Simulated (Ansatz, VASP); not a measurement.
## Fe: VASP beside Ansatz

```
Fe
1.0
     2.54402    0.00000    0.00000
    -1.27201    2.20319    0.00000
     0.00000    0.00000    4.47050
Fe
2
Direct
  0.33333 0.66667 0.25000
  0.66667 0.33333 0.75000
```

Alike in both runs: functional BLYP; k mesh 14 × 14 × 8; occupations fermi-dirac, width 0.05 eV; collinear spin.

Ansatz relaxed the structure, and its values are those at the end. VASP's run is a single point on that final structure, the one shown.

|  | VASP | Ansatz |
| --- | --- | --- |
| version | VASP 6.6.1 | Ansatz 0.2.0 |
| potentials or method | VASP PAW PBE potentials, release 64 (Fe), cutoff 520 eV | plane waves (420 eV) with PAW, scalar-relativistic |
| valence electrons in the cell | 16 | 32 |

```tsv
	VASP	Ansatz	Ansatz less VASP
pressure (GPa)	0.2	0.0	-0.14
net moment per atom (μB)	2.54	2.54	+0.002
size of the moment on the site where the two differ most (μB)	2.53	2.57	+0.038
```

VASP's potentials were made for PBE, not for BLYP. Site moments also hang on the region over which each program counts them. VASP's potentials hold 16 valence electrons a cell and Ansatz's 32, so a difference there can come from the potentials and not from the codes.
